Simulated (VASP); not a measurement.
Set up this calculation in VASP 6.6.1, as the native input.

| Item | Value |
| --- | --- |
| Task | single point |
| Functional | PBE |
| Potentials or basis | VASP PAW PBE potentials, release 64 (W_sv, O_h) |
| Cutoff | 910 eV |
| k mesh | 10 × 10 × 10 |
| Occupations | gaussian, width 0.02 eV |
| Spin | no spin polarisation |
| Hubbard terms | W d U = 6.2 eV |
| Dipole correction | no |
| Second run | hard_potentials |
| Further INCAR settings | ALGO = Normal; EDIFF = 1e-06; NBANDS = 17 |

The structure of WO lies in POSCAR:

```
WO
1.0
    0.0000000000      2.5347959610      2.5347959610
    2.5347959610      0.0000000000      2.5347959610
    2.5347959610      2.5347959610      0.0000000000
W O
1 1
Direct
    0.0000000000      0.0000000000      0.0000000000
    0.2500000000      0.2500000000      0.2500000000
```

One way to write it, as run:

INCAR

```
ALGO = Normal ; EDIFF = 1E-6
ENCUT = 910 ; GGA = PE
GGA_COMPAT = F ; ISIF = 2
ISMEAR = 0 ; LASPH = T
LCHARG = F ; LDAU = T
LDAUJ = 0 0 ; LDAUL = 2 -1
LDAUPRINT = 1 ; LDAUTYPE = 2
LDAUU = 6.2 0 ; LMAXMIX = 4
LREAL = F ; LWAVE = F
NBANDS = 17 ; NELM = 200
PREC = Accurate ; SIGMA = 0.02
```

KPOINTS

```
k-points
0
Gamma
  10 10 10
```

Potentials or basis: VASP PAW PBE potentials, release 64 (W_sv, O_h).

Launch:

```sh
$ cat potpaw_PBE.64/W_sv/POTCAR potpaw_PBE.64/O_h/POTCAR > POTCAR
$ mpirun -np 1 vasp_std > vasp.out
```

Results of the run:

| Item | Value |
| --- | --- |
| Pressure | -26.5 GPa |
| Band gap on the k mesh | zero (band 10 reaches 7.13 eV, above the bottom of band 11 at 6.38 eV) |

Caveat: the cutoff is under 1.25 times the usual one of these potentials, so pressure, stress and relaxed cells hold a basis-set (Pulay) error; spin-orbit coupling is left out, which moves the levels of the heavy elements; U without spin polarisation on a metal has little footing.

It took 65 s on 1 thread of Intel(R) Xeon(R) Platinum 8488C (Sapphire Rapids), with other jobs on the host, peak memory 0.24 GiB.
